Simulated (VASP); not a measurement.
# GaSb (Immm) in VASP: settings compared, part 2 of 2

VASP 6.6.1.

**4. Single point, LDA (volume scaled by 1.06)**

Contents of INCAR:

```
PREC = Accurate
ENCUT = 520
EDIFF = 1E-6
ISMEAR = -1
SIGMA = 0.05
LREAL = F
LASPH = T
NELM = 60
ALGO = Normal
ISIF = 2
LWAVE = F
LCHARG = F
GGA = CA
NBANDS = 16
```

Contents of KPOINTS:

```
Automatic mesh
0
Gamma
  10 10 10
```

Contents of POSCAR:

```
GaSb
1.0
   -1.5864166100      2.7274673588      2.9500590341
    1.5864166100     -2.7274673588      2.9500590341
    1.5864166100      2.7274673588     -2.9500590341
Sb Ga
1 1
Direct
    0.5000000000      0.5000000000      0.0000000000
    0.0000000000      0.0000000000      0.0000000000
```

Potentials or basis: VASP PAW LDA potentials, release 64 (Sb, Ga_d).

Started as:

```console
> cat potpaw_LDA.64/Sb/POTCAR potpaw_LDA.64/Ga_d/POTCAR > POTCAR
> mpirun -np 1 vasp_std > vasp.out
```

OUTCAR:

```text
PREC = Accurate
   ENCUT = 520
   EDIFF = 1E-6
   ISMEAR = -1
   LREAL = F
   LASPH = T
   NELM = 60
   ISIF = 2
   GGA = CA

 ion  position               nearest neighbor table
   1  0.500  0.500  0.000-   2 2.95   2 2.95   2 3.16   2 3.16   2 3.16   2 3.16
   2  0.000  0.000  0.000-   1 2.95   1 2.95   1 3.16   1 3.16   1 3.16   1 3.16

  LATTYP: Found a body centered orthorhombic cell.
 ALAT       =     3.1728332200
 B/A-ratio  =     1.7192629865
 C/A-ratio  =     1.8595739704

  Lattice vectors:

 A1 = (  -1.5864166100,   2.7274673588,   2.9500590341)
 A2 = (   1.5864166100,  -2.7274673588,   2.9500590341)
 A3 = (   1.5864166100,   2.7274673588,  -2.9500590341)

Analysis of symmetry for initial positions (statically):
=====================================================================
 Subroutine PRICEL returns:
 Original cell was already a primitive cell.

 Routine SETGRP: Setting up the symmetry group for a
 body centered orthorhombic supercell.

[... 156 lines left out ...]

 Free energy of the ion-electron system (eV)
  ---------------------------------------------------
  ext. energy  EPLUGINS =         0.00000000
  ---------------------------------------------------
  free energy    TOTEN  =        -8.21072649 eV

  energy without entropy =       -8.20422874  energy(sigma->0) =       -8.20747762

 E-fermi :   5.7115     XC(G=0): -10.2080

 val. band max:        5.6766591374   @ k =  -0.2000   0.2000   0.1000
 cond. band min:       5.7181198396   @ k =   0.1000   0.1000   0.1000
 fundamental gap:      0.0414607023
 Fermi energy:         5.7115441888

 k-point     1 :       0.0000    0.0000    0.0000
  band No.  band energies     occupation
      1      -9.2027      2.00000
      2      -9.1183      2.00000
      3      -9.1145      2.00000
      4      -9.1077      2.00000
      5      -9.0776      2.00000
      6      -5.8130      2.00000
[... 433 lines left out ...]
      3      -9.1198      2.00000
      4      -9.1074      2.00000
      5      -9.0938      2.00000
      6      -4.8190      2.00000
[... 8 lines left out ...]
     15      13.5764      0.00000
     16      14.7632      0.00000

 [... further k-points ...]
[... 5 lines left out ...]
  --------------------------------------------------------------------------------------
  -------------------------------------------------------------------------------------
  Total       -1.8906252     -2.1511597     -2.3577245     -0.0000000      0.0000000      0.0000000
  in kB      -59.3264719    -67.5018587    -73.9837135     -0.0000000      0.0000000      0.0000000
  external PRESSURE =     -66.9373480 kB  Pullay stress =       0.0000000 kB

 VOLUME and BASIS-vectors are now :
 -----------------------------------------------------------------------------
  energy-cutoff  :      520.00
  volume of cell :       51.06
      direct lattice vectors                 reciprocal lattice vectors
    -1.586416610  2.727467359  2.950059034     0.000000000  0.183320251  0.169488134
     1.586416610 -2.727467359  2.950059034     0.315175722  0.000000000  0.169488134
     1.586416610  2.727467359 -2.950059034     0.315175722  0.183320251  0.000000000

 POSITION                                       TOTAL-FORCE (eV/Angst)
 -----------------------------------------------------------------------------------
      0.00000      0.00000      2.95006         0.000000      0.000000      0.000000
      0.00000      0.00000      0.00000        -0.000000     -0.000000     -0.000000
 -----------------------------------------------------------------------------------
    total drift:                               -0.000000      0.000000      0.000000

  FREE ENERGIE OF THE ION-ELECTRON SYSTEM (eV)
  ---------------------------------------------------
  free  energy   TOTEN  =        -8.2107264931 eV

  energy  without entropy=       -8.2042287415  energy(sigma->0) =       -8.20747762
```

OSZICAR:

```text
N       E                     dE             d eps       ncg     rms          rms(c)
DAV:   1     0.792975565089E+02    0.79298E+02   -0.85722E+03  5552   0.143E+03
DAV:   2    -0.213022308691E+01   -0.81428E+02   -0.78678E+02  6472   0.303E+02
DAV:   3    -0.813616520274E+01   -0.60059E+01   -0.59830E+01  6560   0.633E+01
DAV:   4    -0.823982690789E+01   -0.10366E+00   -0.10364E+00  6784   0.923E+00
DAV:   5    -0.824215930332E+01   -0.23324E-02   -0.23324E-02  7056   0.125E+00    0.220E+00
DAV:   6    -0.821780293939E+01    0.24356E-01   -0.38313E-02  7208   0.293E+00    0.120E+00
DAV:   7    -0.821110092670E+01    0.67020E-02   -0.10704E-02  8504   0.103E+00    0.210E-01
DAV:   8    -0.821073397837E+01    0.36695E-03   -0.12248E-03  7296   0.448E-01    0.314E-02
DAV:   9    -0.821072638809E+01    0.75903E-05   -0.54696E-05  6384   0.572E-02    0.132E-02
DAV:  10    -0.821072649314E+01   -0.10504E-06   -0.43025E-06  7480   0.200E-02
   1 F= -.82107265E+01 E0= -.82074776E+01  d E =-.649775E-02
```

It took 28 s on 1 thread of Intel Xeon 6975P-C (Granite Rapids), shared host; peak memory 0.26 GiB.

Results:

| Quantity | Value |
| --- | --- |
| Free energy | -8.2107 eV |
| Pressure | -6.7 GPa |
| Band gap on the k mesh | zero (band 9 reaches 7.44 eV, above the bottom of band 10 at 3.43 eV) |

Stress tensor (GPa, compression positive):
```
-5.93  0.00  0.00
 0.00 -6.75  0.00
 0.00  0.00 -7.40
```

Caveat: spin-orbit coupling is left out, which moves the levels of the heavy elements.

**5. The runs side by side**

| level | potentials or basis | cell | k mesh | smearing | gap on the mesh (eV) | pressure (GPa) |
| --- | --- | --- | --- | --- | --- | --- |
| PBE | VASP PAW PBE potentials, release 64 (Sb, Ga_d) | a = 4.236 Å, angles 136.9, 101.7, 93.9°, 2 atoms | 8 × 8 × 8 | gaussian 0.01 eV | none | -0.2 |
| PBE | VASP PAW PBE potentials, release 64 (Sb, Ga_d) | a = 4.236 Å, angles 136.9, 101.7, 93.9°, 2 atoms | 8 × 8 × 8 | gaussian 0.005 eV | none | -0.2 |
| LDA | VASP PAW LDA potentials, release 64 (Sb, Ga_d) | a = 4.320 Å, angles 136.9, 101.7, 93.9°, 2 atoms | 10 × 10 × 10 | fermi-dirac 0.05 eV | none | -6.7 |

Alike in all rows: task single point; no spin polarisation; cutoff (eV) 520.

Caveats: spin-orbit coupling is left out, which moves the levels of the heavy elements.

Absolute energies hang on the potentials; compare differences alone.
